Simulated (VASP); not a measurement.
Write the native input for VASP 6.6.1 that does the following.

- Task: single point
- Functional: PBE
- Potentials or basis: VASP PAW PBE potentials, release 64 (Fe, Si)
- Cutoff: 520 eV
- k mesh: 6 × 6 × 6
- Occupations: fermi-dirac, width 0.05 eV
- Spin: collinear spin, ferromagnetic start
- Starting moments: [3.5, 3.5, 3.5, 3.5, 0.0, 0.0, 0.0, 0.0] μB
- Dipole correction: no
- Further INCAR settings: ALGO = Normal; EDIFF = 1e-06; NBANDS = 38

The structure of FeSi lies in POSCAR:

```
FeSi
1.0
    4.5507000000      0.0000000000      0.0000000000
    0.0000000000      4.5507000000      0.0000000000
    0.0000000000      0.0000000000      4.5507000000
Fe Si
4 4
Direct
    0.1365200000      0.1365200000      0.1365200000
    0.3634800000      0.8634800000      0.6365200000
    0.6365200000      0.3634800000      0.8634800000
    0.8634800000      0.6365200000      0.3634800000
    0.8424000000      0.8424000000      0.8424000000
    0.6576000000      0.1576000000      0.3424000000
    0.3424000000      0.6576000000      0.1576000000
    0.1576000000      0.3424000000      0.6576000000
```

One way to write it, as run:

INCAR

```
SYSTEM = FeSi
PREC = Accurate
ENCUT = 520
EDIFF = 1E-6
ISMEAR = -1
SIGMA = 0.05
LREAL = .False.
LASPH = .True.
NELM = 150
ALGO = Normal
ISIF = 2
LWAVE = .False.
LCHARG = .True.
ISPIN = 2
MAGMOM = 3.5 3.5 3.5 3.5 0 0 0 0
LORBIT = 11
LMAXMIX = 4
GGA = PE
LELF = .True.
LVHAR = .True.
NBANDS = 38
```

KPOINTS

```
Automatic mesh
0
Gamma
  6 6 6
  0 0 0
```

Potentials or basis: VASP PAW PBE potentials, release 64 (Fe, Si).

Run with:

```sh
$ cat potpaw_PBE.64/Fe/POTCAR potpaw_PBE.64/Si/POTCAR > POTCAR
$ mpirun -np 1 vasp_std > vasp.out
```

It gave:

```
Pressure                                              : -10.3 GPa
Largest force                                         : 0.095 eV/Å
Net moment                                            : 3.73 μB per cell
Site moments                                          : Fe +1.03; Si -0.05 μB
Valence electrons inside the program's atomic spheres : Fe 7.47; Si 1.60
```

Caveat: the cell stands under tension.

Run time: 3.2 min on 1 thread of AMD EPYC 7R13 Processor (Zen 3) (shared host), peak memory 0.27 GiB.
